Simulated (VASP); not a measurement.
# ZnS (F-43m) in VASP: further runs

The runs below take ZnS through single point, with PBEsol.

Program: VASP 6.6.1. These are calculated values, not measurements. Logs are shortened: lines on timing, memory, paths and dates and some standing lists are left out, and cuts for length are marked.

**The experiment to reproduce.**

From “Electronic, vibrational, and thermodynamic properties of ZnS (zincblende and rocksalt structure)”, 2009, arxiv:0911.5022, for a bulk crystal of ZnS at 19 K: band gap 3.85 eV (direct).

The runs below are set against these values where they give the same quantity.

### Step 1. The cell of the first run

The structure is cubic, space group F-43m (No. 216). The conventional cell has a = 5.318 Å, b = 5.318 Å, c = 5.318 Å, α = 90.00°, β = 90.00°, γ = 90.00°. Within 3.0 Å of Zn (site symmetry -43m) lie 4 S at 2.30 Å. S (site symmetry -43m) has 4 Zn at 2.30 Å within 3.0 Å.

### Step 2. Single point, PBEsol (volume scaled by 0.95)

File INCAR:

```
  PREC = Accurate
  ENCUT = 520
  EDIFF = 1E-7
  ISMEAR = -1
  SIGMA = 0.01
  LREAL = F
  LASPH = T
  NELM = 80
  ALGO = Normal
  ISIF = 2
  LWAVE = F
  LCHARG = F
  GGA = PS
  NBANDS = 16
```

File KPOINTS:

```
Automatic mesh
0
Gamma
  8 8 8
```

File POSCAR:

```
ZnS
1.0
    0.0000000000      2.6587996169      2.6587996169
    2.6587996169      0.0000000000      2.6587996169
    2.6587996169      2.6587996169      0.0000000000
Zn S
1 1
Direct
    0.0000000000      0.0000000000      0.0000000000
    0.7500000000      0.7500000000      0.7500000000
```

Potentials or basis: VASP PAW PBE potentials, release 64 (Zn, S).

On the command line:

```sh
cat potpaw_PBE.64/Zn/POTCAR potpaw_PBE.64/S/POTCAR > POTCAR
mpirun -np 1 vasp_std > vasp.out
```

OUTCAR:

```text
PREC = Accurate
   ENCUT = 520
   EDIFF = 1E-7
   ISMEAR = -1
   LREAL = F
   LASPH = T
   NELM = 80
   ISIF = 2
   GGA = PS

 ion  position               nearest neighbor table
   1  0.000  0.000  0.000-   2 2.30   2 2.30   2 2.30   2 2.30
   2  0.750  0.750  0.750-   1 2.30   1 2.30   1 2.30   1 2.30

  LATTYP: Found a face centered cubic cell.
 ALAT       =     5.3175992338

  Lattice vectors:

 A1 = (   0.0000000000,   2.6587996169,   2.6587996169)
 A2 = (   2.6587996169,   0.0000000000,   2.6587996169)
 A3 = (   2.6587996169,   2.6587996169,   0.0000000000)

Analysis of symmetry for initial positions (statically):
=====================================================================
 Subroutine PRICEL returns:
 Original cell was already a primitive cell.

 Routine SETGRP: Setting up the symmetry group for a
 face centered cubic supercell.

 Subroutine GETGRP returns: Found 24 space group operations
 (whereof 24 operations were pure point group operations)
 out of a pool of 48 trial point group operations.

The static configuration has the point symmetry T_d .

Analysis of symmetry for dynamics (positions and initial velocities):
=====================================================================
 Subroutine PRICEL returns:
 Original cell was already a primitive cell.

 Routine SETGRP: Setting up the symmetry group for a
 face centered cubic supercell.

 Subroutine GETGRP returns: Found 24 space group operations
 (whereof 24 operations were pure point group operations)
 out of a pool of 48 trial point group operations.

The dynamic configuration has the point symmetry T_d .

 Subroutine INISYM returns: Found 24 space group operations
 (whereof 24 operations are pure point group operations),
 and found     1 'primitive' translations

----------------------------------------------------------------------------------------

                                     Primitive cell

  volume of cell :      37.5913

  direct lattice vectors                    reciprocal lattice vectors
     0.000000000  2.658799617  2.658799617    -0.188054789  0.188054789  0.188054789
     2.658799617  0.000000000  2.658799617     0.188054789 -0.188054789  0.188054789
     2.658799617  2.658799617  0.000000000     0.188054789  0.188054789 -0.188054789

  length of vectors
     3.760110478  3.760110478  3.760110478     0.325720449  0.325720449  0.325720449

  position of ions in fractional coordinates (direct lattice)
     0.000000000  0.000000000  0.000000000
     0.750000000  0.750000000  0.750000000

  ion indices of the primitive-cell ions
   primitive index   ion index
                 1           1
                 2           2

----------------------------------------------------------------------------------------

 KPOINTS: Automatic mesh

Automatic generation of k-mesh.
 Grid dimensions read from file:
 generate k-points for:    8    8    8

 Generating k-lattice:

  Cartesian coordinates                     Fractional coordinates (reciprocal lattice)
    -0.023506849  0.023506849  0.023506849     0.125000000  0.000000000  0.000000000
     0.023506849 -0.023506849  0.023506849     0.000000000  0.125000000  0.000000000
     0.023506849  0.023506849 -0.023506849     0.000000000  0.000000000  0.125000000

  Length of vectors
     0.040715056  0.040715056  0.040715056

  Shift w.r.t. Gamma in fractional coordinates (k-lattice)
     0.000000000  0.000000000  0.000000000

 Subroutine IBZKPT returns following result:
 ===========================================

 Found     29 irreducible k-points:

 Following reciprocal coordinates:
            Coordinates               Weight
  0.000000  0.000000  0.000000      1.000000
  0.125000  0.000000  0.000000      8.000000
  0.250000  0.000000  0.000000      8.000000
  0.375000  0.000000  0.000000      8.000000
  0.500000  0.000000  0.000000      4.000000
  0.125000  0.125000  0.000000      6.000000
[... 16 lines left out ...]
  0.500000  0.250000  0.125000     48.000000
 -0.375000  0.250000  0.125000     24.000000
 [... further k-points ...]
   k-points           NKPTS =     29   k-points in BZ     NKDIM =     29   number of bands    NBANDS=     16
   number of dos      NEDOS =    301   number of ions     NIONS =      2
   total plane-waves  NPLWV =  21952
   dimension x,y,z NGX =    28 NGY =   28 NGZ =   28
   dimension x,y,z NGXF=    56 NGYF=   56 NGZF=   56
   ions per type =               1   1
   NGX,Y,Z   is equivalent  to a cutoff of  12.38, 12.38, 12.38 a.u.
   NGXF,Y,Z  is equivalent  to a cutoff of  24.76, 24.76, 24.76 a.u.
 SYSTEM =  unknown system
   PREC   = accura    normal or accurate (medium, high low for compatibility)
   ISTART =      0    job   : 0-new  1-cont  2-samecut
   ICHARG =      2    charge: 1-file 2-atom 10-const
   ISPIN  =      1    spin polarized calculation?
   LNONCOLLINEAR =      F non collinear calculations
   LSORBIT =      F    spin-orbit coupling
   LASPH  =      T    aspherical Exc in radial PAW
   ENCUT  =  520.0 eV  38.22 Ry    6.18 a.u.   6.99  6.99  6.99*2*pi/ulx,y,z
   NELM   =     80;   NELMIN=  2; NELMDL= -5     # of ELM steps
   EDIFF  = 0.1E-06   stopping-criterion for ELM
   LREAL  =      F    real-space projection
   EDIFFG = 0.1E-05   stopping-criterion for IOM
   NSW    =      0    number of steps for IOM
   IBRION =     -1    ionic relax: 0-MD 1-quasi-New 2-CG
   NFREE  =      0    steps in history (QN), initial steepest desc. (CG)
   ISIF   =      2    stress and relaxation
   ISYM   =      2    0-nonsym 1-usesym 2-fastsym
   POTIM  = 0.5000    time-step for ionic-motion
   TEBEG  =    0.0;   TEEND  =   0.0 temperature during run
   PSTRESS=    0.0 pullay stress
   NELECT =      18.0000    total number of electrons
   NUPDOWN=      -1.0000    fix difference up-down
   EMIN   =  10.00;   EMAX   =-10.00  energy-range for DOS
   EFERMI =   0.00;   METHOD = LEGACY
   ISMEAR =    -1;   SIGMA  =   0.01  broadening in eV -4-tet -1-fermi 0-gaus
   EFERMI_NEDOS =   21; number of points for ismear=-14 and -15
   IALGO  =     38    algorithm
   IMIX   =      4    mixing-type and parameters
     AMIX     =   0.40;   BMIX     =  1.00
     AMIX_MAG =   1.60;   BMIX_MAG =  1.00
  volume/ion in A,a.u.               =      18.80       126.84
  Fermi-wavevector in a.u.,A,eV,Ry     =   1.280767  2.420298 22.318502  1.640364
  Thomas-Fermi vector in A             =   2.413176
   LORBIT       =      0    0 simple, 1 ext, 2 COOP (PROOUT), +10 PAW based schemes
   GGA     = PS    functional components
   LHFCALC =     F    Hartree Fock is set to
   AEXX    =    0.0000 exact exchange contribution
   IVDW    =     0    specifies the selected vdW correction
   LEPSILON=     F    determine dielectric tensor
   LRPA    =     F    only Hartree local field effects (RPA)
 non-spin polarized calculation
  energy-cutoff  :      520.00
  volume of cell :       37.59
 maximum number of plane-waves:      1036
   NGX = 13   NGY = 13   NGZ = 13

 number of electron      18.0000019 magnetization

 Free energy of the ion-electron system (eV)
  ---------------------------------------------------
  ext. energy  EPLUGINS =         0.00000000
  ---------------------------------------------------
  free energy    TOTEN  =        -7.58274315 eV

  energy without entropy =       -7.58274315  energy(sigma->0) =       -7.58274315

 E-fermi :   2.7022     XC(G=0): -10.0784

 val. band max:        2.4781304907   @ k =   0.0000   0.0000   0.0000
 cond. band min:       4.6671127920   @ k =   0.0000   0.0000   0.0000
 fundamental gap:      2.1889823013
 Fermi energy:         2.7022158526

 k-point     1 :       0.0000    0.0000    0.0000
  band No.  band energies     occupation
      1     -11.0289      2.00000
      2      -4.1029      2.00000
      3      -4.1029      2.00000
      4      -4.1029      2.00000
      5      -3.5449      2.00000
      6      -3.5449      2.00000
[... 8 lines left out ...]
     15      14.2700      0.00000
     16      14.3881      0.00000

 k-point     2 :       0.1250    0.0000    0.0000
  band No.  band energies     occupation
      1     -10.9000      2.00000
      2      -4.1079      2.00000
      3      -4.0796      2.00000
      4      -4.0796      2.00000
      5      -3.5470      2.00000
      6      -3.5470      2.00000
[... 8 lines left out ...]
     15      13.6204      0.00000
     16      15.1661      0.00000

 k-point     3 :       0.2500    0.0000    0.0000
  band No.  band energies     occupation
      1     -10.5612      2.00000
      2      -4.0756      2.00000
      3      -4.0286      2.00000
      4      -4.0286      2.00000
      5      -3.5436      2.00000
      6      -3.5436      2.00000
[... 8 lines left out ...]
     15      13.4107      0.00000
     16      14.5904      0.00000

 k-point     4 :       0.3750    0.0000    0.0000
  band No.  band energies     occupation
      1     -10.1716      2.00000
      2      -3.9888      2.00000
      3      -3.9888      2.00000
      4      -3.8684      2.00000
      5      -3.5243      2.00000
      6      -3.5243      2.00000
[... 8 lines left out ...]
     15      14.5901      0.00000
     16      14.5901      0.00000

 k-point     5 :       0.5000    0.0000    0.0000
  band No.  band energies     occupation
      1      -9.9903      2.00000
      2      -3.9764      2.00000
      3      -3.9764      2.00000
      4      -3.5104      2.00000
      5      -3.5104      2.00000
      6      -3.3463      2.00000
[... 8 lines left out ...]
     15      15.9924      0.00000
     16      15.9924      0.00000

 k-point     6 :       0.1250    0.1250    0.0000
  band No.  band energies     occupation
      1     -10.8570      2.00000
      2      -4.1317      2.00000
      3      -4.0601      2.00000
      4      -4.0601      2.00000
      5      -3.5645      2.00000
      6      -3.5322      2.00000
[... 8 lines left out ...]
     15      14.4760      0.00000
     16      15.7454      0.00000
[... 267 lines left out ...]
 k-point    21 :       0.5000    0.5000    0.0000
  band No.  band energies     occupation
      1      -9.6396      2.00000
      2      -4.1917      2.00000
      3      -3.7196      2.00000
      4      -3.7196      2.00000
      5      -3.4584      2.00000
      6      -3.3126      2.00000
[... 8 lines left out ...]
     15      16.2791      0.00000
     16      17.1421      0.00000

 k-point    22 :       0.3750    0.2500    0.1250
  band No.  band energies     occupation
      1     -10.2943      2.00000
      2      -4.1067      2.00000
      3      -3.9594      2.00000
      4      -3.9319      2.00000
      5      -3.5732      2.00000
      6      -3.5016      2.00000
[... 8 lines left out ...]
     15      15.3488      0.00000
     16      17.7103      0.00000

 k-point    23 :       0.5000    0.2500    0.1250
  band No.  band energies     occupation
      1      -9.9672      2.00000
      2      -3.9972      2.00000
      3      -3.9281      2.00000
      4      -3.7919      2.00000
      5      -3.5279      2.00000
      6      -3.4705      2.00000
[... 8 lines left out ...]
     15      16.3930      0.00000
     16      16.9400      0.00000

 k-point    24 :      -0.3750    0.2500    0.1250
  band No.  band energies     occupation
      1      -9.8193      2.00000
      2      -3.9719      2.00000
      3      -3.9019      2.00000
      4      -3.6215      2.00000
      5      -3.5327      2.00000
      6      -3.2499      2.00000
[... 8 lines left out ...]
     15      16.0092      0.00000
     16      16.9170      0.00000

 [... further k-points ...]
[... 5 lines left out ...]
  --------------------------------------------------------------------------------------
  -------------------------------------------------------------------------------------
  Total        0.4764748      0.4764748      0.4764748     -0.0000000     -0.0000000      0.0000000
  in kB       20.3078375     20.3078375     20.3078375     -0.0000000     -0.0000000      0.0000000
  external PRESSURE =      20.3078375 kB  Pullay stress =       0.0000000 kB

 VOLUME and BASIS-vectors are now :
 -----------------------------------------------------------------------------
  energy-cutoff  :      520.00
  volume of cell :       37.59
      direct lattice vectors                 reciprocal lattice vectors
     0.000000000  2.658799617  2.658799617    -0.188054789  0.188054789  0.188054789
     2.658799617  0.000000000  2.658799617     0.188054789 -0.188054789  0.188054789
     2.658799617  2.658799617  0.000000000     0.188054789  0.188054789 -0.188054789

 POSITION                                       TOTAL-FORCE (eV/Angst)
 -----------------------------------------------------------------------------------
      0.00000      0.00000      0.00000        -0.000000     -0.000000     -0.000000
      3.98820      3.98820      3.98820         0.000000      0.000000      0.000000
 -----------------------------------------------------------------------------------
    total drift:                               -0.000002     -0.000002     -0.000002

  FREE ENERGIE OF THE ION-ELECTRON SYSTEM (eV)
  ---------------------------------------------------
  free  energy   TOTEN  =        -7.5827431519 eV

  energy  without entropy=       -7.5827431519  energy(sigma->0) =       -7.58274315
```

Wall time 7.7 s (1 thread of Intel Xeon 6975P-C (Granite Rapids), shared host); peak memory 0.15 GiB.

What came out:

* Free energy: -7.5827 eV
* Pressure: 2.0 GPa
* Band gap on the k mesh: 2.19 eV, direct

Levels at points of the mesh, in eV from the valence-band top:
| k point | band 7 | band 8 | band 9 | band 10 | band 11 | band 12 |
| --- | --- | --- | --- | --- | --- | --- |
| (0.00, 0.00, 0.00) | 0.00 | 0.00 | 0.00 | 2.19 | 6.27 | 6.27 |
| (0.50, 0.00, 0.00) | -5.67 | -0.95 | -0.95 | 3.29 | 6.80 | 6.80 |
| (0.50, 0.50, 0.00) | -4.80 | -2.43 | -2.43 | 3.13 | 3.95 | 11.18 |

Caveat: the PAW data sets were made with another functional, which shifts forces and pressure a little.

(Part 1 of 2 ends here.)
